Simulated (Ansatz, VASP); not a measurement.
**Two plane-wave programs on Ge**

```
Ge
1.0
    -2.57449    2.57449    1.45331
     2.57449   -2.57449    1.45331
     2.57449    2.57449   -1.45331
Ge
2
Direct
  0.50000 0.50000 0.00000
  0.25000 0.75000 0.50000
```

Alike in both runs: task single point; functional PBEsol; k mesh 9 × 9 × 9; occupations fermi-dirac, width 0.05 eV; no spin polarisation.

|  | VASP | Ansatz |
| --- | --- | --- |
| version | VASP 6.6.1 | Ansatz 0.2.0 |
| potentials or method | VASP PAW PBE potentials, release 64 (Ge_d) | Ansatz PAW |
| plane-wave cutoff (eV) | 520 | 420 |
| valence electrons in the cell | 28 | 28 |

|  | VASP | Ansatz | Ansatz less VASP |
| --- | --- | --- | --- |
| gap on the k mesh at the Fermi level (eV) | none | none | - |
| pressure (GPa) | -3.4 | -3.3 | +0.09 |
| traceless stress, the component that is largest in VASP (GPa) | -0.62 | -0.65 | -0.030 |

VASP's potentials were made for PBE, not for PBEsol. A gap of «none» marks a metal or a gap that the smearing closes. The functional is the same, so the differences come from potentials, cutoffs and numerics.
